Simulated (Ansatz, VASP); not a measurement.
## One calculation of SiO2, two programs

```
Si O
1.0
     4.88331    0.00000    0.00000
     0.00000    4.88331    0.00000
     0.00000    0.00000    6.78583
Si O
4 8
Direct
  0.31160 0.31160 0.00000
  0.18840 0.81160 0.25000
  0.68840 0.68840 0.50000
  0.81160 0.18840 0.75000
  0.23445 0.12756 0.18961
  0.37244 0.73445 0.43961
  0.76555 0.87244 0.68961
  0.62756 0.26555 0.93961
  0.73445 0.37244 0.56039
  0.87244 0.76555 0.31039
  0.26555 0.62756 0.06039
  0.12756 0.23445 0.81039
```

Alike in both runs: functional r2SCAN; k mesh 6 × 6 × 4; occupations fermi-dirac, width 0.02 eV; no spin polarisation.

Ansatz relaxed the structure, and its values are those at the end. VASP's run is a single point on that final structure, the one shown.

|  | VASP | Ansatz |
| --- | --- | --- |
| version | VASP 6.6.1 | Ansatz 0.2.0 |
| potentials or method | VASP PAW PBE potentials, release 64 (Si, O), cutoff 520 eV | PAW plane waves |
| valence electrons in the cell | 64 | 64 |

VASP gave:

| Property | Result |
| --- | --- |
| gap on the k mesh at the Fermi level (eV) | 6.48 |
| pressure (GPa) | 1.2 |
| rms of the force components (eV/Å) | 0.011 |

**Question.** What did Ansatz give for the same quantities?

**Answer.** gap on the k mesh at the Fermi level (eV): 6.48; pressure (GPa): 1.0; rms of the force components (eV/Å): 0.000.

VASP's potentials were made for PBE, not for r2SCAN. Ansatz's warnings: stress scf threshold loose.
